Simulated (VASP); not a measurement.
# SiNi2 (P6_3/mmc) in VASP: a series of runs, part 2 of 2

VASP 6.6.1.

### Step 3. Relaxation of cell and atoms, PBE

INCAR reads:

```
SYSTEM = SiNi2
  PREC = Accurate
  ENCUT = 600
  EDIFF = 1E-6
  ISMEAR = 0
  SIGMA = 0.1
  LREAL = .False.
  LASPH = .True.
  NELM = 100
  ALGO = Fast
  ISIF = 3
  LWAVE = .False.
  LCHARG = .False.
  GGA = PE
  IBRION = 2
  NSW = 70
  EDIFFG = -0.02
```

KPOINTS reads:

```
regular mesh
0
Gamma
  12 12 8
  0 0 0
```

POSCAR reads:

```
SiNi2
1.0
    3.9107503400     -0.0000002943      0.0000000000
   -1.9553749151      3.3868092895      0.0000000000
    0.0000000000      0.0000000000      4.9920704121
Si Ni
2 4
Direct
    0.3333333333      0.6666666667      0.7500000000
    0.6666666667      0.3333333333      0.2500000000
    0.0000000000      0.0000000000      0.0000000000
    0.0000000000      0.0000000000      0.5000000000
    0.3333333333      0.6666666667      0.2500000000
    0.6666666667      0.3333333333      0.7500000000
```

Potentials or basis: VASP PAW PBE potentials, release 64 (Si, Ni).

The run is started by

```sh
> cat potpaw_PBE.64/Si/POTCAR potpaw_PBE.64/Ni/POTCAR > POTCAR
> mpirun -np 1 vasp_std > vasp.out
```

OUTCAR:

```text
SYSTEM = SiNi2
   PREC = Accurate
   ENCUT = 600
   EDIFF = 1E-6
   ISMEAR = 0
   LREAL = .False.
   LASPH = .True.
   NELM = 100
   ISIF = 3
   GGA = PE
   IBRION = 2
   NSW = 70
   EDIFFG = -0.02

 ion  position               nearest neighbor table
   1  0.333  0.667  0.750-   6 2.26   6 2.26   6 2.26   5 2.50   5 2.50   3 2.58   4 2.58   4 2.58
                             3 2.58   4 2.58   3 2.58
   2  0.667  0.333  0.250-   5 2.26   5 2.26   5 2.26   6 2.50   6 2.50   3 2.58   4 2.58   3 2.58
                             4 2.58   3 2.58   4 2.58
   3  0.000  0.000  0.000-   4 2.50   4 2.50   1 2.58   5 2.58   6 2.58   2 2.58   2 2.58   6 2.58
                             1 2.58   5 2.58   2 2.58   6 2.58   1 2.58   5 2.58
   4  0.000  0.000  0.500-   3 2.50   3 2.50   1 2.58   5 2.58   6 2.58   2 2.58   2 2.58   6 2.58
                             1 2.58   5 2.58   2 2.58   6 2.58   1 2.58   5 2.58
   5  0.333  0.667  0.250-   2 2.26   2 2.26   2 2.26   1 2.50   1 2.50   3 2.58   4 2.58   4 2.58
                             3 2.58   4 2.58   3 2.58
   6  0.667  0.333  0.750-   1 2.26   1 2.26   1 2.26   2 2.50   2 2.50   3 2.58   4 2.58   3 2.58
                             4 2.58   3 2.58   4 2.58

  LATTYP: Found a hexagonal cell.
 ALAT       =     3.9107503400
 C/A-ratio  =     1.2764993871

  Lattice vectors:

 A1 = (   3.9107503400,  -0.0000002943,   0.0000000000)
 A2 = (  -1.9553749151,   3.3868092895,   0.0000000000)
 A3 = (   0.0000000000,   0.0000000000,   4.9920704121)

Analysis of symmetry for initial positions (statically):
=====================================================================
 Subroutine PRICEL returns:
 Original cell was already a primitive cell.

 Routine SETGRP: Setting up the symmetry group for a
 hexagonal supercell.

 Subroutine GETGRP returns: Found 24 space group operations
 (whereof 12 operations were pure point group operations)
 out of a pool of 24 trial point group operations.

The static configuration has the point symmetry D_3d.
 The point group associated with its full space group is D_6h.

Analysis of symmetry for dynamics (positions and initial velocities):
=====================================================================
 Subroutine PRICEL returns:
 Original cell was already a primitive cell.

 Routine SETGRP: Setting up the symmetry group for a
 hexagonal supercell.

 Subroutine GETGRP returns: Found 24 space group operations
 (whereof 12 operations were pure point group operations)
 out of a pool of 24 trial point group operations.

The dynamic configuration has the point symmetry D_3d.
 The point group associated with its full space group is D_6h.

 Subroutine INISYM returns: Found 24 space group operations
 (whereof 12 operations are pure point group operations),
 and found     1 'primitive' translations

----------------------------------------------------------------------------------------

                                     Primitive cell

  volume of cell :      66.1198

  direct lattice vectors                    reciprocal lattice vectors
     3.910750340 -0.000000294  0.000000000     0.255705416  0.147631565  0.000000000
    -1.955374915  3.386809289  0.000000000     0.000000022  0.295263169  0.000000000
     0.000000000  0.000000000  4.992070412     0.000000000  0.000000000  0.200317687

  length of vectors
     3.910750340  3.910750340  4.992070412     0.295263169  0.295263169  0.200317687

[... 48 lines left out ...]
  0.250000  0.000000  0.000000      6.000000
  0.333333 -0.000000  0.000000      6.000000
  0.416667 -0.000000  0.000000      6.000000
[... 16 lines left out ...]
  0.250000  0.000000  0.125000     12.000000
  0.333333 -0.000000  0.125000     12.000000
 [... further k-points ...]
   k-points           NKPTS =     95   k-points in BZ     NKDIM =     95   number of bands    NBANDS=     28
   number of dos      NEDOS =    301   number of ions     NIONS =      6
   total plane-waves  NPLWV =  40960
   dimension x,y,z NGX =    32 NGY =   32 NGZ =   40
   dimension x,y,z NGXF=    64 NGYF=   64 NGZF=   80
   ions per type =               2   4
   NGX,Y,Z   is equivalent  to a cutoff of  13.60, 13.60, 13.32 a.u.
   NGXF,Y,Z  is equivalent  to a cutoff of  27.21, 27.21, 26.64 a.u.
 SYSTEM =  SiNi2
   PREC   = accura    normal or accurate (medium, high low for compatibility)
   ISTART =      0    job   : 0-new  1-cont  2-samecut
   ICHARG =      2    charge: 1-file 2-atom 10-const
   ISPIN  =      1    spin polarized calculation?
   LNONCOLLINEAR =      F non collinear calculations
   LSORBIT =      F    spin-orbit coupling
   LASPH  =      T    aspherical Exc in radial PAW
   ENCUT  =  600.0 eV  44.10 Ry    6.64 a.u.   7.81  7.81  9.97*2*pi/ulx,y,z
   NELM   =    100;   NELMIN=  2; NELMDL= -5     # of ELM steps
   EDIFF  = 0.1E-05   stopping-criterion for ELM
   LREAL  =      F    real-space projection
   EDIFFG = -.2E-01   stopping-criterion for IOM
   NSW    =     70    number of steps for IOM
   IBRION =      2    ionic relax: 0-MD 1-quasi-New 2-CG
   NFREE  =      1    steps in history (QN), initial steepest desc. (CG)
   ISIF   =      3    stress and relaxation
   ISYM   =      2    0-nonsym 1-usesym 2-fastsym
   POTIM  = 0.5000    time-step for ionic-motion
   TEBEG  =    0.0;   TEEND  =   0.0 temperature during run
   PSTRESS=    0.0 pullay stress
   NELECT =      48.0000    total number of electrons
   NUPDOWN=      -1.0000    fix difference up-down
   EMIN   =  10.00;   EMAX   =-10.00  energy-range for DOS
   EFERMI =   0.00;   METHOD = LEGACY
   ISMEAR =     0;   SIGMA  =   0.10  broadening in eV -4-tet -1-fermi 0-gaus
   EFERMI_NEDOS =   21; number of points for ismear=-14 and -15
   IALGO  =     68    algorithm
   IMIX   =      4    mixing-type and parameters
     AMIX     =   0.40;   BMIX     =  1.00
     AMIX_MAG =   1.60;   BMIX_MAG =  1.00
  volume/ion in A,a.u.               =      11.02        74.37
  Fermi-wavevector in a.u.,A,eV,Ry     =   1.471334  2.780419 29.454233  2.164825
  Thomas-Fermi vector in A             =   2.586483
   LORBIT       =      0    0 simple, 1 ext, 2 COOP (PROOUT), +10 PAW based schemes
   GGA     = PE    functional components
   LHFCALC =     F    Hartree Fock is set to
   AEXX    =    0.0000 exact exchange contribution
   IVDW    =     0    specifies the selected vdW correction
   LEPSILON=     F    determine dielectric tensor
   LRPA    =     F    only Hartree local field effects (RPA)
 conjugate gradient relaxation of ions
 non-spin polarized calculation
 RMM-DIIS sequential band-by-band and
 Gauss-broadening in eV      SIGMA  =   0.10
  energy-cutoff  :      600.00
  volume of cell :       66.12
 maximum number of plane-waves:      2235
 NGX is ok and might be reduce to    32
   NGX = 15   NGY = 15   NGZ = 19

 number of electron      47.9999984 magnetization

 Free energy of the ion-electron system (eV)
  ---------------------------------------------------
  ext. energy  EPLUGINS =         0.00000000
  ---------------------------------------------------
  free energy    TOTEN  =       -35.76900154 eV

  energy without entropy =      -35.75089698  energy(sigma->0) =      -35.75994926

 E-fermi :  10.9725     XC(G=0): -12.8884

 val. band max:       10.9712776739   @ k =   0.1667   0.0000   0.0000
 cond. band min:      10.9725737090   @ k =   0.2500   0.0833   0.2500
 fundamental gap:      0.0012960351
 Fermi energy:        10.9725447916

 k-point     1 :       0.0000    0.0000    0.0000
  band No.  band energies     occupation
      1      -1.5142      2.00000
      2       2.8108      2.00000
      3       4.6161      2.00000
      4       6.0011      2.00000
      5       6.0011      2.00000
      6       7.1200      2.00000
[... 733 lines left out ...]
     27      13.5751      0.00000
     28      14.1358      0.00000

 [... further k-points ...]
[... 5 lines left out ...]
  --------------------------------------------------------------------------------------
  -------------------------------------------------------------------------------------
  Total        0.0630344      0.0630344     -0.0581816      0.0000000     -0.0000000      0.0000000
  in kB        1.5274141      1.5274141     -1.4098246      0.0000000     -0.0000000      0.0000000
  external PRESSURE =       0.5483345 kB  Pullay stress =       0.0000000 kB

 VOLUME and BASIS-vectors are now :
 -----------------------------------------------------------------------------
  energy-cutoff  :      600.00
  volume of cell :       66.12
      direct lattice vectors                 reciprocal lattice vectors
     3.910750340 -0.000000294  0.000000000     0.255705416  0.147631565  0.000000000
    -1.955374915  3.386809289  0.000000000     0.000000022  0.295263169  0.000000000
     0.000000000  0.000000000  4.992070412     0.000000000  0.000000000  0.200317687

 POSITION                                       TOTAL-FORCE (eV/Angst)
 -----------------------------------------------------------------------------------
      0.00000      2.25787      3.74405        -0.000000      0.000000      0.000000
      1.95538      1.12894      1.24802         0.000000      0.000000      0.000000
      0.00000      0.00000      0.00000        -0.000000     -0.000000      0.000000
      0.00000      0.00000      2.49604        -0.000000     -0.000000      0.000000
      0.00000      2.25787      1.24802        -0.000000     -0.000000     -0.000000
      1.95538      1.12894      3.74405         0.000000     -0.000000     -0.000000
 -----------------------------------------------------------------------------------
    total drift:                                0.000000     -0.000000      0.000000

  FREE ENERGIE OF THE ION-ELECTRON SYSTEM (eV)
  ---------------------------------------------------
  free  energy   TOTEN  =       -35.7690015393 eV

  energy  without entropy=      -35.7508969822  energy(sigma->0) =      -35.75994926

 reached required accuracy - stopping structural energy minimisation
```

Run time: 6.5 min. Hardware: 1 thread of Intel Xeon Platinum 8259CL at 2.50GHz (Skylake/Cascade Lake), shared host; peak memory 0.31 GiB.

Results:

| Quantity | Value |
| --- | --- |
| Free energy | -35.7690 eV |
| Pressure after relaxing | 0.1 GPa |
| Band gap on the k mesh | zero (bands 24 and 25 overlap by 3.21 eV) |

Final structure:
```
CELL_PARAMETERS angstrom
3.91075 0.00000 0.00000
-1.95537 3.38681 0.00000
0.00000 0.00000 4.99207
ATOMIC_POSITIONS crystal
Si 0.33333 0.66667 0.75000
Si 0.66667 0.33333 0.25000
Ni 0.00000 0.00000 0.00000
Ni 0.00000 0.00000 0.50000
Ni 0.33333 0.66667 0.25000
Ni 0.66667 0.33333 0.75000
```

Caveat: the relaxation stopped at its first step, so nothing moved. Spin polarisation is off, so any magnetic state and its effect on volume and gap are missing.
